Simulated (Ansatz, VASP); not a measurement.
## Ge: VASP beside Ansatz

File INCAR:

```
PREC = Accurate
ENCUT = 520
EDIFF = 1E-7
ISMEAR = 0
SIGMA = 0.6
LREAL = F
LASPH = T
NELM = 60
ALGO = Normal
ISIF = 2
LWAVE = F
LCHARG = F
GGA = PE
NBANDS = 21
```

The input KPOINTS:

```
regular mesh
0
Gamma
  10 10 10
```

File POSCAR:

```
Ge
1.0
    0.0000000000      2.8859759802      2.8859759802
    2.8859759802      0.0000000000      2.8859759802
    2.8859759802      2.8859759802      0.0000000000
Ge
2
Direct
    0.5000000000      0.5000000000      0.5000000000
    0.7500000000      0.7500000000      0.7500000000
```

Input for Ansatz:

```yaml
crystal:
  lattice:
    - [0.0, 2.8859759802, 2.8859759802]
    - [2.8859759802, 0.0, 2.8859759802]
    - [2.8859759802, 2.8859759802, 0.0]
  atoms:
    - { symbol: Ge, position: [0.5, 0.5, 0.5] }
    - { symbol: Ge, position: [0.75, 0.75, 0.75] }
hamiltonian:
  xc: pbe
  pseudopotentials:
    kind: paw
    azcp:
      Ge: "pseudopotentials/Ge.paw.azcp"
basis:
  ecutwfc: 420
  fft_grid_basis: typed
kpoints:
  mp_grid: { grid: [10, 10, 10], shift: [0, 0, 0] }
magnetization:
  spin_polarized: false
scf:
  occupations: { method: gaussian, width: 0.6 }
  lower_state_search: "off"
output:
  stress: true
```

Alike in both runs: task single point; functional PBE; k mesh 10 × 10 × 10; occupations gaussian, width 0.6 eV; no spin polarisation.

```csv
,VASP,Ansatz
version,VASP 6.6.1,Ansatz 0.2.0
potentials or method,"VASP PAW PBE potentials, release 64 (Ge_d), cutoff 520 eV","plane waves (420 eV) with PAW, scalar-relativistic"
valence electrons in the cell,28,28
```

Ansatz gave:

- pressure (GPa): -0.1

Q: Which values does VASP return?

A: Pressure (GPa): -0.2.
